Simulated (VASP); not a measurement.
**Cr: relaxation of cell and atoms with PBE**

Cr:

```
Cr
1.0
     2.36000    0.00000    0.00000
     0.00000    2.36000    0.00000
     0.00000    0.00000    2.36000
Cr
1
Direct
  0.00000 0.00000 0.00000
```

| Quantity | Value |
| --- | --- |
| Program | VASP 6.6.1 |
| Task | relaxation of cell and atoms |
| Functional | PBE |
| Potentials or basis | VASP PAW PBE potentials, release 64 (Cr_pv) |
| Cutoff | 600 eV |
| k mesh | 9 × 9 × 9 |
| Occupations | fermi-dirac, width 0.05 eV |
| Spin | collinear spin, ferromagnetic start |
| Starting moments | [3.0] μB |
| Dipole correction | no |
| Further INCAR settings | ALGO = Normal; EDIFF = 1e-07; IBRION = 2; EDIFFG = -0.03; NSW = 80; ISIF = 3 |

The relaxed volume is 12.80 Å³/atom. The relaxed cell is a = 2.339 Å, b = 2.339 Å, c = 2.339 Å, α = 90.00°, β = 90.00°, γ = 90.00° and the space group after relaxing (to 0.05 Å) is Pm-3m (No. 221). The energy gained by relaxing is 5.3 meV/atom and the ionic steps are 3. The pressure after relaxing is 0.0 GPa. The band gap on the k mesh is zero (filled and empty bands overlap) and the net moment is 0.00 μB per cell. The valence electrons inside the program's atomic spheres are Cr 11.08.

The path:
```tsv
step	energy change (eV)	largest force (eV/Å)	pressure (GPa)	volume (Å³)
1	0.0000	0.0000	-4.72	13.14
2	0.0017	0.0000	6.03	12.42
3	-0.0053	0.0000	-0.03	12.80
```

Final structure:
```xyz
1
Lattice="2.3392 0.0000 0.0000 0.0000 2.3392 0.0000 0.0000 0.0000 2.3392" Properties=species:S:1:pos:R:3 pbc="T T T"
Cr    0.0000    0.0000    0.0000
```

Levels at points of the mesh, in eV from the Fermi level:
Spin up:
```
           k point  band 3  band 4  band 5  band 6  band 7  band 8  band 9  band 10
(0.00, 0.00, 0.00)  -42.61   -7.44   -3.26   -3.26    2.38    2.38    2.38     7.45
```
Spin down:
```
           k point  band 2  band 3  band 4  band 5  band 6  band 7  band 8  band 9  band 10  band 11
(0.00, 0.00, 0.00)  -42.61  -42.61   -7.44   -3.26   -3.26    2.38    2.38    2.38     7.45    19.51
```

It took 16 s on 1 thread of Intel(R) Xeon(R) 6975P-C (Granite Rapids), with other jobs on the host, peak memory 0.14 GiB.

Caveat: the starting moments collapsed, and a magnetic state may lie lower.
